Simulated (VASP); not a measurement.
Runs of VASP 6.6.1 on Al2Pt. The structure is that of space group I4/mmm (No. 139), or close to it. The cells are those of the table. 

```csv
cell,gap on the mesh (eV),pressure (GPa)
"a = 4.242, b = 4.242, c = 5.631 Å, 6 atoms",none,(b)
"a = 4.098, b = 4.098, c = 6.162 Å, 6 atoms",none,-1.4
"a = 4.219, b = 4.219, c = 5.720 Å, 6 atoms",none,(a)
"a = 4.216, b = 4.216, c = 5.631 Å, 6 atoms",none,3.4
"a = 4.201, b = 4.201, c = 5.720 Å, 6 atoms",none,2.2
```

Alike in all rows: task single point; level PBEsol; potentials or basis VASP PAW PBE potentials, release 64 (Al, Pt); no spin polarisation; k mesh 8 × 8 × 6; cutoff (eV) 520; smearing gaussian 0.1 eV.

Estimate the missing entries.

(a) 0.9; (b) 1.6.

Caveats: the PAW data sets were made with another functional, which shifts forces and pressure a little; spin-orbit coupling is left out, which moves the levels of the heavy elements; the cell stands under pressure (at least some runs).

A k mesh can miss the band edges, and the runs leave out spin-orbit coupling on Pt.

A gap of «none» marks levels without a gap at the run's occupations.
